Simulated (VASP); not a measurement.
Write the native input for VASP 6.6.1 that does the following.

```yaml
Task: single point
Functional: BLYP
Potentials_or_basis: VASP PAW PBE potentials, release 64 (Ag)
Cutoff: 520 eV
k_mesh: 14 × 14 × 4
Occupations: fermi-dirac, width 0.1 eV
Spin: no spin polarisation
Dipole_correction: no
Further_INCAR_settings: ALGO = Normal; EDIFF = 1e-07; NBANDS = 30
```

The structure of Ag lies in POSCAR:

```
Ag
1.0
    3.1161049902      0.0000000000      0.0000000000
   -1.5580524951      2.6986260824      0.0000000000
    0.0000000000      0.0000000000     10.2829706890
Ag
4
Direct
    0.3333333333      0.6666666667      0.2500000000
    0.6666666667      0.3333333333      0.7500000000
    0.0000000000      1.0000000000      1.0000000000
    0.0000000000      1.0000000000      0.5000000000
```

This cell differs from its parent crystal: volume scaled by 1.12.

The input as run:

INCAR

```
SYSTEM = Ag
PREC = Accurate
ENCUT = 520
EDIFF = 1E-7
ISMEAR = -1
SIGMA = 0.1
LREAL = .FALSE.
LASPH = .TRUE.
NELM = 100
ALGO = Normal
ISIF = 2
LWAVE = .FALSE.
LCHARG = .FALSE.
GGA = B5
ALDAX = 1.0
AGGAX = 1.0
AGGAC = 1.0
ALDAC = 0.0
NBANDS = 30
```

KPOINTS

```
Automatic mesh
0
G
  14 14 4
  0 0 0
```

Potentials or basis: VASP PAW PBE potentials, release 64 (Ag).

Run with:

```sh
$ cat potpaw_PBE.64/Ag/POTCAR > POTCAR
$ mpirun -np 1 vasp_std > vasp.out
```

It gave:

```
Pressure               : -5.5 GPa
Band gap on the k mesh : zero (band 22 reaches 8.49 eV, above the bottom of band 23 at 3.00 eV)
```

Caveat: the PAW data sets were made with another functional, which shifts forces and pressure a little.

It took 84 s on 1 thread of Intel(R) Xeon(R) 6975P-C (Granite Rapids) (shared host), peak memory 0.27 GiB.
